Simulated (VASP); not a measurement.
# Pt (P6_3/mmc) in VASP: notebook

The runs below take Pt through single point, with revPBE.

Everything below comes from runs of VASP 6.6.1. Logs are shortened: lines on timing, memory, paths and dates and some standing lists are left out, and cuts for length are marked.

### 1 The cell of the first run

The structure is hexagonal, space group P6_3/mmc (No. 194). Conventional cell: a = 2.778 Å, b = 2.778 Å, c = 4.779 Å, α = 90.00°, β = 90.00°, γ = 120.00°. Within 3.7 Å of Pt (site symmetry -6m2) lie 12 Pt at 2.78 to 2.88 Å.

### 2 Single point, revPBE

INCAR

```
  PREC = Accurate
  ENCUT = 520
  EDIFF = 1E-7
  ISMEAR = -1
  SIGMA = 0.1
  LREAL = F
  LASPH = T
  NELM = 60
  ALGO = Normal
  ISIF = 2
  LWAVE = F
  LCHARG = F
  GGA = RE
  NBANDS = 17
```

KPOINTS

```
Automatic mesh
0
Gamma
  15 15 8
```

POSCAR

```
Pt
1.0
    2.7776747849      0.0000000000      0.0000000000
   -1.3888373925      2.4055369272      0.0000000000
    0.0000000000      0.0000000000      4.7788269243
Pt
2
Direct
    0.3333333333      0.6666666667      0.2500000000
    0.6666666667      0.3333333333      0.7500000000
```

Potentials or basis: VASP PAW PBE potentials, release 64 (Pt).

Started as:

```
$ cat potpaw_PBE.64/Pt/POTCAR > POTCAR
$ mpirun -np 1 vasp_std > vasp.out
```

OUTCAR:

```text
PREC = Accurate
   ENCUT = 520
   EDIFF = 1E-7
   ISMEAR = -1
   LREAL = F
   LASPH = T
   NELM = 60
   ISIF = 2
   GGA = RE

 ion  position               nearest neighbor table
   1  0.333  0.667  0.250-   2 2.88   2 2.88   2 2.88   2 2.88   2 2.88   2 2.88
   2  0.667  0.333  0.750-   1 2.88   1 2.88   1 2.88   1 2.88   1 2.88   1 2.88

  LATTYP: Found a hexagonal cell.
 ALAT       =     2.7776747849
 C/A-ratio  =     1.7204414823

  Lattice vectors:

 A1 = (   2.7776747849,   0.0000000000,   0.0000000000)
 A2 = (  -1.3888373925,   2.4055369272,   0.0000000000)
 A3 = (   0.0000000000,   0.0000000000,   4.7788269243)

Analysis of symmetry for initial positions (statically):
=====================================================================
 Subroutine PRICEL returns:
 Original cell was already a primitive cell.

 Routine SETGRP: Setting up the symmetry group for a
 hexagonal supercell.

 Subroutine GETGRP returns: Found 24 space group operations
 (whereof 12 operations were pure point group operations)
 out of a pool of 24 trial point group operations.

The static configuration has the point symmetry D_3d.
 The point group associated with its full space group is D_6h.

Analysis of symmetry for dynamics (positions and initial velocities):
=====================================================================
 Subroutine PRICEL returns:
 Original cell was already a primitive cell.

 Routine SETGRP: Setting up the symmetry group for a
 hexagonal supercell.

 Subroutine GETGRP returns: Found 24 space group operations
 (whereof 12 operations were pure point group operations)
 out of a pool of 24 trial point group operations.

The dynamic configuration has the point symmetry D_3d.
 The point group associated with its full space group is D_6h.

 Subroutine INISYM returns: Found 24 space group operations
 (whereof 12 operations are pure point group operations),
 and found     1 'primitive' translations

----------------------------------------------------------------------------------------

                                     Primitive cell

  volume of cell :      31.9312

  direct lattice vectors                    reciprocal lattice vectors
     2.777674785  0.000000000  0.000000000     0.360013348  0.207853804  0.000000000
    -1.388837392  2.405536927  0.000000000     0.000000000  0.415707607  0.000000000
     0.000000000  0.000000000  4.778826924     0.000000000  0.000000000  0.209256375

  length of vectors
     2.777674785  2.777674785  4.778826924     0.415707607  0.415707607  0.209256375

  position of ions in fractional coordinates (direct lattice)
     0.333333333  0.666666667  0.250000000
     0.666666667  0.333333333  0.750000000

  ion indices of the primitive-cell ions
   primitive index   ion index
                 1           1
                 2           2

----------------------------------------------------------------------------------------

 KPOINTS: Automatic mesh

Automatic generation of k-mesh.
 Grid dimensions read from file:
 generate k-points for:   15   15    8

 Generating k-lattice:

  Cartesian coordinates                     Fractional coordinates (reciprocal lattice)
     0.024000890  0.013856920  0.000000000     0.066666667  0.000000000  0.000000000
     0.000000000  0.027713840  0.000000000     0.000000000  0.066666667  0.000000000
     0.000000000  0.000000000  0.026157047     0.000000000  0.000000000  0.125000000

  Length of vectors
     0.027713840  0.027713840  0.026157047

  Shift w.r.t. Gamma in fractional coordinates (k-lattice)
     0.000000000  0.000000000  0.000000000

 Subroutine IBZKPT returns following result:
 ===========================================

 Found    135 irreducible k-points:

 Following reciprocal coordinates:
            Coordinates               Weight
  0.000000  0.000000  0.000000      1.000000
  0.066667  0.000000  0.000000      6.000000
  0.133333  0.000000  0.000000      6.000000
  0.200000  0.000000  0.000000      6.000000
  0.266667  0.000000  0.000000      6.000000
  0.333333  0.000000  0.000000      6.000000
[... 16 lines left out ...]
  0.333333  0.200000  0.000000     12.000000
  0.400000  0.200000  0.000000      6.000000
 [... further k-points ...]
   k-points           NKPTS =    135   k-points in BZ     NKDIM =    135   number of bands    NBANDS=     17
   number of dos      NEDOS =    301   number of ions     NIONS =      2
   total plane-waves  NPLWV =  20736
   dimension x,y,z NGX =    24 NGY =   24 NGZ =   36
   dimension x,y,z NGXF=    48 NGYF=   48 NGZF=   72
   ions per type =               2
   NGX,Y,Z   is equivalent  to a cutoff of  14.36, 14.36, 12.52 a.u.
   NGXF,Y,Z  is equivalent  to a cutoff of  28.73, 28.73, 25.05 a.u.
 SYSTEM =  unknown system
   PREC   = accura    normal or accurate (medium, high low for compatibility)
   ISTART =      0    job   : 0-new  1-cont  2-samecut
   ICHARG =      2    charge: 1-file 2-atom 10-const
   ISPIN  =      1    spin polarized calculation?
   LNONCOLLINEAR =      F non collinear calculations
   LSORBIT =      F    spin-orbit coupling
   LASPH  =      T    aspherical Exc in radial PAW
   ENCUT  =  520.0 eV  38.22 Ry    6.18 a.u.   5.16  5.16  8.89*2*pi/ulx,y,z
   NELM   =     60;   NELMIN=  2; NELMDL= -5     # of ELM steps
   EDIFF  = 0.1E-06   stopping-criterion for ELM
   LREAL  =      F    real-space projection
   EDIFFG = 0.1E-05   stopping-criterion for IOM
   NSW    =      0    number of steps for IOM
   IBRION =     -1    ionic relax: 0-MD 1-quasi-New 2-CG
   NFREE  =      0    steps in history (QN), initial steepest desc. (CG)
   ISIF   =      2    stress and relaxation
   ISYM   =      2    0-nonsym 1-usesym 2-fastsym
   POTIM  = 0.5000    time-step for ionic-motion
   TEBEG  =    0.0;   TEEND  =   0.0 temperature during run
   PSTRESS=    0.0 pullay stress
   NELECT =      20.0000    total number of electrons
   NUPDOWN=      -1.0000    fix difference up-down
   EMIN   =  10.00;   EMAX   =-10.00  energy-range for DOS
   EFERMI =   0.00;   METHOD = LEGACY
   ISMEAR =    -1;   SIGMA  =   0.10  broadening in eV -4-tet -1-fermi 0-gaus
   EFERMI_NEDOS =   21; number of points for ismear=-14 and -15
   IALGO  =     38    algorithm
   IMIX   =      4    mixing-type and parameters
     AMIX     =   0.40;   BMIX     =  1.00
     AMIX_MAG =   1.60;   BMIX_MAG =  1.00
  volume/ion in A,a.u.               =      15.97       107.74
  Fermi-wavevector in a.u.,A,eV,Ry     =   1.400705  2.646948 26.694272  1.961974
  Thomas-Fermi vector in A             =   2.523639
   LORBIT       =      0    0 simple, 1 ext, 2 COOP (PROOUT), +10 PAW based schemes
   GGA     = RE    functional components
   LHFCALC =     F    Hartree Fock is set to
   AEXX    =    0.0000 exact exchange contribution
   IVDW    =     0    specifies the selected vdW correction
   LEPSILON=     F    determine dielectric tensor
   LRPA    =     F    only Hartree local field effects (RPA)
 non-spin polarized calculation
  energy-cutoff  :      520.00
  volume of cell :       31.93
 maximum number of plane-waves:       870
 NGX is ok and might be reduce to    24
   NGX = 11   NGY = 11   NGZ = 17

 number of electron      20.0000004 magnetization

 Free energy of the ion-electron system (eV)
  ---------------------------------------------------
  ext. energy  EPLUGINS =         0.00000000
  ---------------------------------------------------
  free energy    TOTEN  =       -11.10581695 eV

  energy without entropy =      -10.98679778  energy(sigma->0) =      -11.04630737

 E-fermi :  10.2509     XC(G=0): -13.1025

 val. band max:       10.2475887291   @ k =   0.2000   0.1333   0.5000
 cond. band min:      10.2520580290   @ k =   0.3333   0.1333   0.5000
 fundamental gap:      0.0044692999
 Fermi energy:        10.2508787208

 k-point     1 :       0.0000    0.0000    0.0000
  band No.  band energies     occupation
      1       0.6933      2.00000
      2       3.3503      2.00000
      3       6.4475      2.00000
      4       6.9032      2.00000
      5       6.9032      2.00000
      6       7.2732      2.00000
[... 9 lines left out ...]
     16      27.5221      0.00000
     17      31.0713      0.00000

 k-point     2 :       0.0667    0.0000    0.0000
  band No.  band energies     occupation
      1       0.8515      2.00000
      2       3.4944      2.00000
      3       6.4197      2.00000
      4       6.9091      2.00000
      5       7.0229      2.00000
      6       7.1979      2.00000
[... 9 lines left out ...]
     16      27.7062      0.00000
     17      30.1575      0.00000

 k-point     3 :       0.1333    0.0000    0.0000
  band No.  band energies     occupation
      1       1.3097      2.00000
      2       3.8876      2.00000
      3       6.2678      2.00000
      4       6.9012      2.00000
      5       7.1610      2.00000
      6       7.3736      2.00000
[... 9 lines left out ...]
     16      27.6635      0.00000
     17      28.7898      0.00000

 k-point     4 :       0.2000    0.0000    0.0000
  band No.  band energies     occupation
      1       2.0095      2.00000
      2       4.3608      2.00000
      3       6.1203      2.00000
      4       6.5809      2.00000
      5       6.6649      2.00000
      6       7.5502      2.00000
[... 9 lines left out ...]
     16      27.1570      0.00000
     17      28.1435      0.00000

 k-point     5 :       0.2667    0.0000    0.0000
  band No.  band energies     occupation
      1       2.8225      2.00000
      2       4.5424      2.00000
      3       5.8484      2.00000
      4       6.2898      2.00000
      5       6.5575      2.00000
      6       7.6186      2.00000
[... 9 lines left out ...]
     16      26.0626      0.00000
     17      28.3127      0.00000

 k-point     6 :       0.3333    0.0000    0.0000
  band No.  band energies     occupation
      1       3.5149      2.00000
      2       4.3868      2.00000
      3       5.2847      2.00000
      4       6.4928      2.00000
      5       7.0102      2.00000
      6       7.3291      2.00000
[... 9 lines left out ...]
     16      25.0229      0.00000
     17      25.4513      0.00000

 k-point     7 :       0.4000    0.0000    0.0000
  band No.  band energies     occupation
      1       3.8773      2.00000
      2       4.1817      2.00000
      3       4.9027      2.00000
      4       6.8966      2.00000
      5       7.1155      2.00000
      6       7.2305      2.00000
[... 9 lines left out ...]
     16      22.9097      0.00000
     17      24.1690      0.00000

 k-point     8 :       0.4667    0.0000    0.0000
  band No.  band energies     occupation
      1       3.9791      2.00000
      2       4.0638      2.00000
      3       4.7099      2.00000
      4       7.0027      2.00000
      5       7.1445      2.00000
      6       7.3246      2.00000
[... 9 lines left out ...]
     16      22.2346      0.00000
     17      23.6015      0.00000
[... 203 lines left out ...]
      1       4.3643      2.00000
      2       4.5967      2.00000
      3       4.9627      2.00000
      4       6.6095      2.00000
      5       6.8041      2.00000
      6       7.2840      2.00000
[... 9 lines left out ...]
     16      23.6331      0.00000
     17      24.6205      0.00000

 k-point    20 :       0.4000    0.1333    0.0000
  band No.  band energies     occupation
      1       4.4419      2.00000
      2       4.4965      2.00000
      3       4.7989      2.00000
      4       6.8644      2.00000
      5       7.0382      2.00000
      6       7.0967      2.00000
[... 9 lines left out ...]
     16      22.0141      0.00000
     17      24.0256      0.00000

 k-point    21 :       0.2000    0.2000    0.0000
  band No.  band energies     occupation
      1       4.0455      2.00000
      2       5.3822      2.00000
      3       5.3833      2.00000
      4       5.4708      2.00000
      5       6.7661      2.00000
      6       6.8073      2.00000
[... 9 lines left out ...]
     16      25.7604      0.00000
     17      26.8909      0.00000

 k-point    22 :       0.2667    0.2000    0.0000
  band No.  band energies     occupation
      1       4.6699      2.00000
      2       5.1016      2.00000
      3       5.1632      2.00000
      4       5.8796      2.00000
      5       6.6386      2.00000
      6       7.1518      2.00000
[... 9 lines left out ...]
     16      24.8952      0.00000
     17      25.2644      0.00000

 k-point    23 :       0.3333    0.2000    0.0000
  band No.  band energies     occupation
      1       4.8994      2.00000
      2       4.9245      2.00000
      3       4.9846      2.00000
      4       6.4462      2.00000
      5       6.6560      2.00000
      6       7.0910      2.00000
[... 9 lines left out ...]
     16      22.9011      0.00000
     17      24.6186      0.00000

 k-point    24 :       0.4000    0.2000    0.0000
  band No.  band energies     occupation
      1       4.8641      2.00000
      2       4.9114      2.00000
      3       4.9496      2.00000
      4       6.7193      2.00000
      5       6.7517      2.00000
      6       6.8932      2.00000
[... 9 lines left out ...]
     16      21.7168      0.00000
     17      24.1592      0.00000

 [... further k-points ...]
[... 5 lines left out ...]
  --------------------------------------------------------------------------------------
  -------------------------------------------------------------------------------------
  Total       -0.0884062     -0.0884062     -0.0643008      0.0000000      0.0000000      0.0000000
  in kB       -4.4358677     -4.4358677     -3.2263534      0.0000000      0.0000000      0.0000000
  external PRESSURE =      -4.0326963 kB  Pullay stress =       0.0000000 kB

 VOLUME and BASIS-vectors are now :
 -----------------------------------------------------------------------------
  energy-cutoff  :      520.00
  volume of cell :       31.93
      direct lattice vectors                 reciprocal lattice vectors
     2.777674785  0.000000000  0.000000000     0.360013348  0.207853804  0.000000000
    -1.388837392  2.405536927  0.000000000     0.000000000  0.415707607  0.000000000
     0.000000000  0.000000000  4.778826924     0.000000000  0.000000000  0.209256375

 POSITION                                       TOTAL-FORCE (eV/Angst)
 -----------------------------------------------------------------------------------
     -0.00000      1.60369      1.19471         0.000000     -0.000000      0.000000
      1.38884      0.80185      3.58412        -0.000000      0.000000      0.000000
 -----------------------------------------------------------------------------------
    total drift:                                0.000000     -0.000000      0.000000

  FREE ENERGIE OF THE ION-ELECTRON SYSTEM (eV)
  ---------------------------------------------------
  free  energy   TOTEN  =       -11.1058169514 eV

  energy  without entropy=      -10.9867977841  energy(sigma->0) =      -11.04630737
```

Wall time 20 s (1 thread of Intel Xeon 6975P-C (Granite Rapids), shared host); peak memory 0.19 GiB.

Results:

- Free energy: -11.1058 eV
- Pressure: -0.4 GPa
- Band gap on the k mesh: zero (band 10 reaches 10.64 eV, above the bottom of band 11 at 9.44 eV)

Caveat: the PAW data sets were made with another functional, which shifts forces and pressure a little; spin-orbit coupling is left out, which moves the levels of the heavy elements.

### 3 Single point, revPBE (volume scaled by 1.04)

INCAR

```
SYSTEM = Pt
  PREC = Accurate
  ENCUT = 520
  EDIFF = 1E-7
  ISMEAR = -1
  SIGMA = 0.1
  LREAL = .False.
  LASPH = .True.
  NELM = 100
  ALGO = Normal
  ISIF = 2
  LWAVE = .False.
  LCHARG = .True.
  GGA = RE
  LELF = .True.
  LVHAR = .True.
  NBANDS = 17
```

KPOINTS

```
regular mesh
0
Gamma
  15 15 8
  0 0 0
```

POSCAR

```
Pt
1.0
    2.8142273291      0.0000000000      0.0000000000
   -1.4071136645      2.4371923590      0.0000000000
    0.0000000000      0.0000000000      4.8417134376
Pt
2
Direct
    0.3333333333      0.6666666667      0.2500000000
    0.6666666667      0.3333333333      0.7500000000
```

Potentials or basis: VASP PAW PBE potentials, release 64 (Pt).

Started as:

```
$ cat potpaw_PBE.64/Pt/POTCAR > POTCAR
$ mpirun -np 1 vasp_std > vasp.out
```

It took 22 s on 1 thread of Intel Xeon 6975P-C (Granite Rapids), shared host; peak memory 0.2 GiB.

It converged, with:

```yaml
Free_energy: -11.0704 eV
Pressure: -8.4 GPa
Band_gap_on_the_k_mesh: zero (band 10 reaches 9.92 eV, above the bottom of band 11 at 8.80 eV)
```

Stress tensor (GPa, compression positive):
```
-8.70  0.00  0.00
 0.00 -8.70  0.00
 0.00  0.00 -7.80
```

Levels at points of the mesh, in eV from the Fermi level:
```csv
k point,band 6,band 7,band 8,band 9,band 10,band 11,band 12,band 13,band 14,band 15
"(0.00, 0.00, 0.00)",-2.79,-2.79,-1.72,-1.72,-0.42,-0.23,-0.23,4.48,15.12,15.81
"(0.00, 0.00, 0.50)",-3.14,-3.14,-3.14,-0.76,-0.76,-0.76,-0.76,11.75,11.75,15.50
```

Caveat: the PAW data sets were made with another functional, which shifts forces and pressure a little; spin-orbit coupling is left out, which moves the levels of the heavy elements.
